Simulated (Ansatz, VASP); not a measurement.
Pb in VASP and in Ansatz

The input INCAR:

```
ALGO     = Normal         # electronic algorithm
EDIFF    = 1E-7           # SCF threshold, eV
ENCUT    = 520            # plane-wave cutoff, eV
GGA      = PS             # functional
ISIF     = 2              # what is computed and relaxed
ISMEAR   = 0              # smearing method
LASPH    = T              # aspherical terms in the spheres
LCHARG   = F              # write CHGCAR
LREAL    = F              # projectors in reciprocal space
LWAVE    = F              # write WAVECAR
NBANDS   = 21             # bands
NELM     = 100            # most SCF steps
PREC     = Accurate       # precision mode
SIGMA    = 0.1            # smearing width, eV
```

File KPOINTS:

```
k-points
0
Gamma
  10 10 10
```

File POSCAR:

```
Pb
1.0
    0.0000000000      3.4749376061      3.4749376061
    3.4749376061      0.0000000000      3.4749376061
    3.4749376061      3.4749376061      0.0000000000
Pb
2
Direct
    0.5000000000      0.5000000000      0.5000000000
    0.7500000000      0.7500000000      0.7500000000
```

Input for Ansatz:

```yaml
crystal:
  lattice:
    - [0.0, 3.4749376061, 3.4749376061]
    - [3.4749376061, 0.0, 3.4749376061]
    - [3.4749376061, 3.4749376061, 0.0]
  atoms:
    - { symbol: Pb, position: [0.5, 0.5, 0.5] }
    - { symbol: Pb, position: [0.75, 0.75, 0.75] }
basis:
  ecutwfc: 420
kpoints:
  mp_grid: { grid: [10, 10, 10] }
hamiltonian:
  xc: pbesol
scf:
  occupations: { method: gaussian, width: 0.1 }
output:
  forces: true
  stress: true
  eigenvalues: true
```

Alike in both runs: task single point; functional PBEsol; k mesh 10 × 10 × 10; occupations gaussian, width 0.1 eV; no spin polarisation.

```csv
,VASP,Ansatz
version,VASP 6.6.1,Ansatz 0.2.0
potentials or method,"VASP PAW PBE potentials, release 64 (Pb_d), cutoff 520 eV","scalar-relativistic, plane waves, PAW"
valence electrons in the cell,28,28
```

|  | VASP | Ansatz | Ansatz less VASP |
| --- | --- | --- | --- |
| gap on the k mesh at the Fermi level (eV) | none | none | - |
| pressure (GPa) | -0.6 | -0.5 | +0.06 |

VASP's potentials were made for PBE, not for PBEsol. A gap of «none» marks a metal or a gap that the smearing closes. With one functional, cell and mesh, what is left measures potentials, basis and numerics.

Neither program's run includes spin-orbit coupling.
